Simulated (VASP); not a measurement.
Input of a VASP 6.6.1 run:

The input INCAR:

```
SYSTEM = Sb
PREC = Accurate
ENCUT = 520
EDIFF = 1E-7
ISMEAR = -1
SIGMA = 0.05
LREAL = .False.
LASPH = .True.
NELM = 80
ALGO = Normal
ISIF = 2
LWAVE = .False.
LCHARG = .True.
GGA = RP
IVDW = 13
LELF = .True.
LVHAR = .True.
NBANDS = 12
```

The input KPOINTS:

```
regular mesh
0
Gamma
  8 8 8
  0 0 0
```

File POSCAR:

```
Sb
1.0
    2.1250856202      1.2269187549      3.7072099901
   -2.1250856202      1.2269187549      3.7072099901
    0.0000000000     -2.4538375098      3.7072099901
Sb
2
Direct
    0.7665100000      0.7665100000      0.7665100000
    0.2334900000      0.2334900000      0.2334900000
```

Potentials or basis: VASP PAW PBE potentials, release 64 (Sb).

Launch:

```console
$ cat potpaw_PBE.64/Sb/POTCAR > POTCAR
$ mpirun -np 1 vasp_std > vasp.out
```

(1) Predict the dispersion energy per atom.

(2) Estimate the pressure.

## Answers

(1) -0.977 eV.

(2) 1.2 GPa.

Caveat: the PAW data sets were made with another functional, which shifts forces and pressure a little; pairwise dispersion overbinds metals, which lowers pressure and volume.
